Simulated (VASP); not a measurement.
Here is a VASP 6.6.1 calculation.

INCAR

```
PREC     = Accurate       # precision mode
ENCUT    = 500            # plane-wave cutoff, eV
EDIFF    = 1E-6           # SCF threshold, eV
ISMEAR   = 0              # smearing method
SIGMA    = 0.1            # smearing width, eV
LREAL    = F              # projectors in reciprocal space
LASPH    = T              # aspherical terms in the spheres
NELM     = 120            # most SCF steps
ALGO     = Normal         # electronic algorithm
ISIF     = 2              # what is computed and relaxed
LWAVE    = F              # write WAVECAR
LCHARG   = T              # write CHGCAR
GGA      = PE             # functional
LELF     = T              # ELF
LVHAR    = T            
NBANDS   = 12             # bands
GGA_COMPAT= F
```

The input KPOINTS:

```
regular mesh
0
Gamma
  18 18 18
```

The input POSCAR:

```
Al
1.0
    1.4300117231      0.8256176533      7.0374046598
   -1.4300117231      0.8256176533      7.0374046598
    0.0000000000     -1.6512353066      7.0374046598
Al
3
Direct
    0.0000000000      0.0000000000      0.0000000000
    0.2225797377      0.2225797377      0.2225797377
    0.7774202623      0.7774202623      0.7774202623
```

Potentials or basis: VASP PAW PBE potentials, release 64 (Al).

Run with:

```console
$ cat potpaw_PBE.64/Al/POTCAR > POTCAR
$ mpirun -np 1 vasp_std > vasp.out
```

**Question.** Predict the largest force.

**Answer.** 0.005 eV/Å.

**Question.** Estimate the pressure.

**Answer.** -0.1 GPa.

Forces in eV/Å, atoms in the order of the input:
```
Al   0.000  0.000  0.000
Al   0.000  0.000 -0.005
Al   0.000  0.000  0.005
```
